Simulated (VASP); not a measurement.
BN, 2 atoms in the cell. It takes space group F-43m (No. 216, cubic). Conventional cell: a = 3.610 Å, b = 3.610 Å, c = 3.610 Å, α = 90.00°, β = 90.00°, γ = 90.00°. Within 2.1 Å of B (site symmetry -43m) lie 4 N at 1.56 Å. N (site symmetry -43m) has 4 B at 1.56 Å within 2.1 Å. 

- Program: VASP 6.6.1
- Task: single point
- Functional: r2SCAN
- Potentials or basis: VASP PAW PBE potentials, release 64 (B_h, N_h)
- Cutoff: 1460 eV
- k mesh: 12 × 12 × 12
- Occupations: gaussian, width 0.05 eV
- Spin: no spin polarisation
- Dipole correction: no
- Further INCAR settings: ALGO = Normal; EDIFF = 1e-06; NBANDS = 11

Potentials or basis: VASP PAW PBE potentials, release 64 (B_h, N_h).

Launch:

```bash
$ cat potpaw_PBE.64/B_h/POTCAR potpaw_PBE.64/N_h/POTCAR > POTCAR
$ cp INCAR.step1 INCAR
$ mpirun -np 1 vasp_std > vasp.out
$ cp INCAR.step2 INCAR
$ mpirun -np 1 vasp_std > vasp.out
```

Hardware: 1 thread of Intel(R) Xeon(R) Platinum 8375C CPU @ 2.90GHz (Ice Lake), on a shared host.

How long does it take, and how much memory?

It took 59 s on 1 thread of Intel(R) Xeon(R) Platinum 8375C CPU @ 2.90GHz (Ice Lake), with other jobs on the host, peak memory 0.2 GiB. Counts: k points 72.
